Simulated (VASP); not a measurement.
Set up this calculation in VASP 6.6.1, as the native input.

```
Task                   : single point
Functional             : PBE
Potentials or basis    : VASP PAW PBE potentials, release 64 (Ca_sv)
Cutoff                 : 520 eV
k mesh                 : 16 × 16 × 16
Occupations            : gaussian, width 0.15 eV
Spin                   : no spin polarisation
Dipole correction      : no
Further INCAR settings : ALGO = Fast; EDIFF = 1e-06; NBANDS = 11
```

The structure of Ca lies in POSCAR:

```
Ca
1.0
   -2.3154651488      2.3154651488      2.1961148100
    2.3154651488     -2.3154651488      2.1961148100
    2.3154651488      2.3154651488     -2.1961148100
Ca
1
Direct
    0.5000000000      0.5000000000      0.0000000000
```

This cell differs from its parent crystal: strain +0.050 along x and y, +0.000 along z.

The input as run:

INCAR

```
SYSTEM = Ca
ALGO = Fast ; EDIFF = 1E-6
ENCUT = 520 ; GGA = PE
ISIF = 2 ; ISMEAR = 0
LASPH = .True. ; LCHARG = .True.
LELF = .True. ; LREAL = .False.
LVHAR = .True. ; LWAVE = .False.
NBANDS = 11 ; NELM = 80
PREC = Accurate ; SIGMA = 0.15
```

KPOINTS

```
k-points
0
Gamma
  16 16 16
  0 0 0
```

Potentials or basis: VASP PAW PBE potentials, release 64 (Ca_sv).

Launch:

```console
$ cat potpaw_PBE.64/Ca_sv/POTCAR > POTCAR
$ mpirun -np 1 vasp_std > vasp.out
```

It gave:

| Item | Value |
| --- | --- |
| Pressure | -1.6 GPa |
| Band gap on the k mesh | zero (band 5 reaches 1.91 eV, above the bottom of band 6 at 1.38 eV) |

Caveat: the cell differs from its parent crystal (strain +0.050 along x and y, +0.000 along z).

Wall time 80 s on 1 thread of Intel(R) Xeon(R) 6975P-C (Granite Rapids) (shared host), peak memory 0.3 GiB.
